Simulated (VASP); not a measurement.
Wanted: the native input for a VASP 6.6.1 run.

| Quantity | Value |
| --- | --- |
| Task | single point |
| Functional | r2SCAN |
| Potentials or basis | VASP PAW PBE potentials, release 64 (Ti_sv, O) |
| Cutoff | 660 eV |
| k mesh | 24 × 24 × 12 |
| Occupations | gaussian, width 0.1 eV |
| Spin | no spin polarisation |
| Dipole correction | no |
| Further INCAR settings | ALGO = Normal; EDIFF = 1e-06; NBANDS = 22 |

The system is Ti2O.

```
Ti O
1.0
     2.91940    0.00000    0.00000
    -1.45970    2.52827    0.00000
     0.00000    0.00000    4.71300
Ti O
2 1
Direct
  0.66667 0.33333 0.27874
  0.33333 0.66667 0.72126
  0.00000 0.00000 0.00000
```

One way to write it, as run:

POSCAR

```
Ti2O
1.0
    2.9193980238      0.0000000000      0.0000000000
   -1.4596990119      2.5282728524      0.0000000000
    0.0000000000      0.0000000000      4.7130000000
Ti O
2 1
Direct
    0.6666666667      0.3333333333      0.2787400000
    0.3333333333      0.6666666667      0.7212600000
    0.0000000000      0.0000000000      0.0000000000
```

INCAR.step1

```
PREC = Accurate
ENCUT = 660
ISMEAR = 0
SIGMA = 0.1
LREAL = F
LASPH = T
NELM = 120
NBANDS = 22
GGA = PE
ALGO = Normal
EDIFF = 1E-5
LWAVE = T
LCHARG = F
GGA_COMPAT = F
```

INCAR.step2

```
PREC = Accurate
ENCUT = 660
EDIFF = 1E-6
ISMEAR = 0
SIGMA = 0.1
LREAL = F
LASPH = T
NELM = 120
ALGO = Normal
ISIF = 2
LWAVE = F
LCHARG = F
METAGGA = R2SCAN
LMIXTAU = T
NBANDS = 22
ISTART = 1
GGA_COMPAT = F
```

KPOINTS

```
regular mesh
0
Gamma
  24 24 12
```

Potentials or basis: VASP PAW PBE potentials, release 64 (Ti_sv, O).

Launch:

```bash
$ cat potpaw_PBE.64/Ti_sv/POTCAR potpaw_PBE.64/O/POTCAR > POTCAR
$ cp INCAR.step1 INCAR
$ mpirun -np 1 vasp_std > vasp.out
$ cp INCAR.step2 INCAR
$ mpirun -np 1 vasp_std > vasp.out
```

Results of the run:

```
Pressure               : 10.0 GPa
Largest force          : 1.003 eV/Å
Band gap on the k mesh : zero (bands 15 and 16 overlap by 0.94 eV)
```

Caveat: the stress differs along the axes, from 7 to 15 GPa; the PAW data sets were made with another functional, which shifts forces and pressure a little.

Run time: 17 min on 1 thread of Intel(R) Xeon(R) Platinum 8488C (Sapphire Rapids) (shared host), peak memory 0.67 GiB.
